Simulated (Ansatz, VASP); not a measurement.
# Two plane-wave programs on Al7Ni8

```
Ni Al
1.0
     5.78365    0.00000    0.00000
     0.00000    5.78365    0.00000
     0.00000    0.00000    5.78365
Ni Al
8 7
Direct
  0.00115 0.00059 0.99894
  0.00112 0.00059 0.50061
  0.00113 0.49862 0.99874
  0.00114 0.49873 0.50067
  0.49923 0.00087 0.99860
  0.49934 0.00071 0.50075
  0.49939 0.49863 0.99875
  0.49942 0.49869 0.50066
  0.25024 0.24965 0.24979
  0.25035 0.74961 0.24970
  0.25027 0.74958 0.74971
  0.75024 0.24966 0.24981
  0.75035 0.24966 0.74965
  0.75018 0.74969 0.24969
  0.75030 0.74977 0.74973
```

Alike in both runs: functional PBE; k mesh 3 × 3 × 3; occupations methfessel-paxton of order 1, width 0.1 eV; no spin polarisation.

Ansatz relaxed the structure, and its values are those at the end. VASP's run is a single point on that final structure, the one shown.

|  | VASP | Ansatz |
| --- | --- | --- |
| version | VASP 6.6.1 | Ansatz 0.2.0 |
| potentials or method | VASP PAW PBE potentials, release 64 (Ni, Al), cutoff 520 eV | plane-wave PAW DFT |
| valence electrons in the cell | 101 | 165 |

Ansatz gave:

```
rms of the force components (eV/Å) : 0.003
```

Task: Which values does VASP return?

Result: rms of the force components (eV/Å): 0.005.

The functional is the same, so the differences come from potentials, cutoffs and numerics. VASP's potentials hold 101 valence electrons a cell and Ansatz's 165, so a difference there can come from the potentials and not from the codes.

The k mesh is coarse, so the values compare programs but aren't converged.
